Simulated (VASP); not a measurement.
A run of VASP 6.6.1 is set up as follows.

POSCAR

```
CaO
1.0
    0.0000000000      2.4290658798      2.4290658798
    2.4290658798      0.0000000000      2.4290658798
    2.4290658798      2.4290658798      0.0000000000
Ca O
1 1
Direct
    0.0000000000      0.0000000000      0.0000000000
    0.5000000000      0.5000000000      0.5000000000
```

File INCAR.step1:

```
PREC = Accurate
ENCUT = 520
EDIFF = 1E-5
ISMEAR = -1
SIGMA = 0.05
LREAL = F
LASPH = T
NELM = 60
ALGO = Normal
ISIF = 2
LWAVE = T
LCHARG = F
GGA = PE
NBANDS = 15
```

INCAR.step2

```
PREC = Accurate
ENCUT = 520
EDIFF = 1E-7
ISMEAR = -1
SIGMA = 0.05
LREAL = F
LASPH = T
NELM = 60
ALGO = Normal
ISIF = 2
LWAVE = F
LCHARG = F
GGA = PE
LHFCALC = T
AEXX = 1.0
ALDAC = 0.0
AGGAC = 0.0
PRECFOCK = Normal
ISTART = 1
NBANDS = 15
```

The input KPOINTS:

```
Automatic mesh
0
Gamma
  5 5 5
```

Potentials or basis: VASP PAW PBE potentials, release 64 (Ca_sv, O).

Command:

```sh
$ cat potpaw_PBE.64/Ca_sv/POTCAR potpaw_PBE.64/O/POTCAR > POTCAR
$ cp INCAR.step1 INCAR
$ mpirun -np 1 vasp_std > vasp.out
$ cp INCAR.step2 INCAR
$ mpirun -np 1 vasp_std > vasp.out
```

Q: Estimate the band gap on the k mesh.

A: 14.21 eV (least direct gap 14.29 eV).

Q: What does it give for the pressure?

A: 0.7 GPa.

Caveat: the k points lie up to 0.45 Å⁻¹ apart; the PAW data sets were made with another functional, which shifts forces and pressure a little; an odd mesh through Γ misses points on the zone boundary, where band edges can lie.
